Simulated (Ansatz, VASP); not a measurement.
# One calculation of MoS2, two programs

```
CELL_PARAMETERS angstrom
3.09778 0.00000 0.00000
-1.54889 2.68276 0.00000
0.00000 0.00000 12.29500
ATOMIC_POSITIONS crystal
Mo 0.33333 0.66667 0.25000
Mo 0.66667 0.33333 0.75000
S 0.33333 0.66667 0.62750
S 0.66667 0.33333 0.12750
S 0.33333 0.66667 0.87250
S 0.66667 0.33333 0.37250
```

Change from the starting cell: equal xx and yy strain of -2 %.

Alike in both runs: task single point; functional PBE; k mesh 10 × 10 × 3; occupations fermi-dirac, width 0.03 eV; no spin polarisation.

|  | VASP | Ansatz |
| --- | --- | --- |
| version | VASP 6.6.1 | Ansatz 0.2.0 |
| potentials or method | VASP PAW PBE potentials, release 64 (Mo_sv, S), cutoff 520 eV | all-electron LAPW, scalar-relativistic |

```csv
,VASP,Ansatz,Ansatz less VASP
pressure (GPa),16.2,16.4,+0.21
"traceless stress, the component that is largest in VASP (GPa)",2.54,2.60,+0.058
rms of the force components (eV/Å),0.809,0.820,+0.0110
```

Atom by atom the forces differ by 0.011 eV/Å (rms over components). Ansatz ran all-electron here, and VASP with PAW potentials.
